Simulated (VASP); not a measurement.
Crystal: Rh.

```
Rh
1.0
     2.69235    0.00000    0.00000
    -1.34617    2.33164    0.00000
     0.00000    0.00000    4.39661
Rh
2
Direct
  0.33333 0.66667 0.25000
  0.66667 0.33333 0.75000
```

| Quantity | Value |
| --- | --- |
| Program | VASP 6.6.1 |
| Task | relaxation of cell and atoms |
| Functional | PBE |
| Dispersion | D3(BJ) |
| Potentials or basis | VASP PAW PBE potentials, release 64 (Rh_pv) |
| Cutoff | 600 eV |
| k mesh | 18 × 18 × 10 |
| Occupations | gaussian, width 0.1 eV |
| Spin | no spin polarisation |

At the start: pressure -2.2 GPa; volume 13.80 Å³/atom.

Q: How do energy, volume and symmetry change on relaxing?

A: Over 5 steps the energy falls by 2.3 meV/atom and the volume is 13.69 Å³/atom (-0.8 %); space group P6_3/mmc (No. 194, to 0.05 Å).

The path:
| step | energy change (eV) | largest force (eV/Å) | pressure (GPa) | volume (Å³) |
| --- | --- | --- | --- | --- |
| 1 | 0.0000 | 0.0000 | -2.18 | 27.60 |
| 2 | 0.0048 | 0.0000 | 5.76 | 26.86 |
| 3 | -0.0035 | 0.0000 | 0.80 | 27.30 |
| 4 | -0.0044 | 0.0000 | -0.26 | 27.41 |
| 5 | -0.0046 | 0.0000 | 0.01 | 27.38 |

Final structure:
```xyz
2
Lattice="2.6975 0.0000 0.0000 -1.3488 2.3361 0.0000 0.0000 0.0000 4.3449" Properties=species:S:1:pos:R:3 pbc="T T T"
Rh    0.0000    1.5574    1.0862
Rh    1.3488    0.7787    3.2587
```

Caveat: pairwise dispersion overbinds metals, which lowers pressure and volume.
